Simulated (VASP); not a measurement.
Wanted: the native input for a VASP 6.6.1 run.

```
Task                   : relaxation of shape and atoms at fixed volume
Functional             : PBE
Potentials or basis    : VASP PAW PBE potentials, release 64 (Zn)
Cutoff                 : 600 eV
k mesh                 : 16 × 16 × 15
Occupations            : fermi-dirac, width 0.1 eV
Spin                   : no spin polarisation
Dipole correction      : no
Further INCAR settings : ALGO = Normal; EDIFF = 1e-06; IBRION = 2; EDIFFG = -0.005; NSW = 50; ISIF = 4
```

The structure of Zn lies in POSCAR:

```
Zn
1.0
    2.4650948286      0.0000000000      0.0000000000
   -1.2325474143      2.1348347443      0.0000000000
    0.0000000000      0.0000000000      2.9452967151
Zn
1
Direct
    0.0000000000      0.0000000000      0.0000000000
```

This isn't the form of Zn at room conditions, which is hcp.

These files were run (other wordings do the same):

INCAR

```
SYSTEM = Zn
ALGO = Normal
EDIFF = 1E-6
EDIFFG = -0.005
ENCUT = 600
GGA = PE
IBRION = 2
ISIF = 4
ISMEAR = -1
LASPH = .True.
LCHARG = .False.
LREAL = .False.
LWAVE = .False.
NELM = 80
NSW = 50
PREC = Accurate
SIGMA = 0.1
```

KPOINTS

```
k-points
0
Gamma
  16 16 15
  0 0 0
```

Potentials or basis: VASP PAW PBE potentials, release 64 (Zn).

Run with:

```sh
$ cat potpaw_PBE.64/Zn/POTCAR > POTCAR
$ mpirun -np 1 vasp_std > vasp.out
```

Results of the run:

```json
{"Energy gained by relaxing": "23.8 meV/atom", "Ionic steps": "6", "Pressure after relaxing": "7.0 GPa", "Band gap on the k mesh": "zero (bands 6 and 7 overlap by 6.83 eV)"}
```

Run time: 2.7 min on 1 thread of Intel Xeon 8259CL, on a shared host, peak memory 0.17 GiB.
